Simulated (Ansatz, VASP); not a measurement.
**Two plane-wave programs on RuSe**

```
CELL_PARAMETERS angstrom
0.00000 2.57041 2.57041
2.57041 0.00000 2.57041
2.57041 2.57041 0.00000
ATOMIC_POSITIONS crystal
Ru 0.50000 0.50000 0.50000
Se 0.00000 0.00000 0.00000
```

Alike in both runs: task single point; functional PBEsol; k mesh 12 × 12 × 12; occupations gaussian, width 0.05 eV; no spin polarisation.

```csv
,VASP,Ansatz
version,VASP 6.6.1,Ansatz 0.2.0
potentials or method,"VASP PAW PBE potentials, release 64 (Ru_pv, Se), cutoff 520 eV","scalar-relativistic, plane waves, PAW"
valence electrons in the cell,20,32
```

|  | VASP | Ansatz | Ansatz less VASP |
| --- | --- | --- | --- |
| gap on the k mesh at the Fermi level (eV) | none | none | - |
| pressure (GPa) | -6.3 | -6.5 | -0.18 |

VASP's potentials were made for PBE, not for PBEsol. A gap of «none» marks a metal or a gap that the smearing closes. VASP's potentials hold 20 valence electrons a cell and Ansatz's 32, so a difference there can come from the potentials and not from the codes.
